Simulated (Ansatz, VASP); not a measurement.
Rh in VASP and in Ansatz

File INCAR:

```
SYSTEM = Rh
ALGO = Fast
EDIFF = 1E-6
ENCUT = 520
GGA = CA
ISIF = 2
ISMEAR = 0
KPAR = 4
LASPH = .True.
LCHARG = .False.
LREAL = .False.
LWAVE = .False.
NBANDS = 22
NELM = 100
PREC = Accurate
SIGMA = 0.15
```

The input KPOINTS:

```
k-points
0
Gamma
  21 21 20
  0 0 0
```

POSCAR

```
Rh
1.0
    0.0000000000     -1.8770352621     -1.8770352621
   -1.8770352621      0.0000000000     -1.8770352621
    1.8770352621      1.8770352621     -3.7540705242
Rh
2
Direct
    0.4582138916      0.5192102802      0.4999986936
    0.0417861084     -0.0192102802      0.0000013064
```

Input for Ansatz:

```yaml
crystal:
  lattice:
    - [0.0, -1.8770352621, -1.8770352621]
    - [-1.8770352621, 0.0, -1.8770352621]
    - [1.8770352621, 1.8770352621, -3.7540705242]
  atoms:
    - { symbol: Rh, position: [0.4582138916, 0.5192102802, 0.4999986936] }
    - { symbol: Rh, position: [0.0417861084, -0.0192102802, 1.3064e-06] }
basis:
  ecutwfc: 420
kpoints:
  mp_grid: { grid: [21, 21, 20] }
hamiltonian:
  xc: lda
  pseudopotentials: { kind: paw, azcp: { folder: soft_1 } }
scf:
  occupations: { method: gaussian, width: 0.15 }
output:
  forces: true
  stress: true
  eigenvalues: true
```

Change from the starting cell: mode 4 frozen in at -0.068 Å and mode 5 at +0.068 Å (largest displacements).

Alike in both runs: task single point; functional LDA; k mesh 21 × 21 × 20; occupations gaussian, width 0.15 eV; no spin polarisation.

```csv
,VASP,Ansatz
version,VASP 6.6.1,Ansatz 0.2.0
potentials or method,"VASP PAW LDA potentials, release 64 (Rh_pv), cutoff 520 eV","scalar-relativistic, plane waves, PAW"
valence electrons in the cell,30,34
```

```csv
,VASP,Ansatz,Ansatz less VASP
gap on the k mesh at the Fermi level (eV),none,none,-
pressure (GPa),2.3,1.4,-0.92
"traceless stress, the component that is largest in VASP (GPa)",-1.97,-1.96,+0.016
rms of the force components (eV/Å),0.438,0.435,-0.0023
```

Ansatz warns that its potentials were made for another functional, while VASP's fit it. LDA's correlation is that of Perdew and Zunger in VASP and of Perdew and Wang (1992) in Ansatz. Atom by atom the forces differ by 0.002 eV/Å (rms over components). A gap of «none» marks a metal or a gap that the smearing closes. VASP's potentials hold 30 valence electrons a cell and Ansatz's 34, so a difference there can come from the potentials and not from the codes.
